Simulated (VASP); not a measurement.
## BeTe: single point with PBE

The system is BeTe.

```xyz
2
Lattice="0.0000 2.8286 2.8286 2.8286 0.0000 2.8286 2.8286 2.8286 0.0000" Properties=species:S:1:pos:R:3 pbc="T T T"
Be    0.0000    0.0000    0.0000
Te    1.4143    1.4143    1.4143
```

```yaml
Program: VASP 6.6.1
Task: single point
Functional: PBE
Potentials_or_basis: VASP PAW PBE potentials, release 64 (Be, Te)
Cutoff: 520 eV
k_mesh: 4 × 4 × 4
Occupations: gaussian, width 0.01 eV
Spin: no spin polarisation
Dipole_correction: no
Further_INCAR_settings: ALGO = Normal; EDIFF = 1e-06; NBANDS = 11
```

```yaml
Pressure: 0.8 GPa
Band_gap_on_the_k_mesh: 2.00 eV, indirect (least direct gap 3.61 eV)
```

Levels at points of the mesh, in eV from the valence-band top:
| k point | band 1 | band 2 | band 3 | band 4 | band 5 | band 6 | band 7 | band 8 |
| --- | --- | --- | --- | --- | --- | --- | --- | --- |
| (0.00, 0.00, 0.00) | -12.21 | 0.00 | 0.00 | 0.00 | 3.61 | 3.61 | 3.61 | 3.72 |
| (0.50, 0.00, 0.00) | -10.89 | -5.46 | -1.11 | -1.11 | 3.03 | 4.58 | 4.58 | 7.82 |
| (0.50, 0.50, 0.00) | -10.41 | -5.05 | -2.60 | -2.60 | 2.00 | 2.67 | 9.61 | 9.61 |

Run time: 6.6 s on 1 thread of AMD EPYC 7R43 64-Core Processor (Zen 3), on a shared host, peak memory 0.13 GiB.

Caveat: the k points lie up to 0.48 Å⁻¹ apart; spin-orbit coupling is left out, which moves the levels of the heavy elements. A k mesh can miss the band edges.
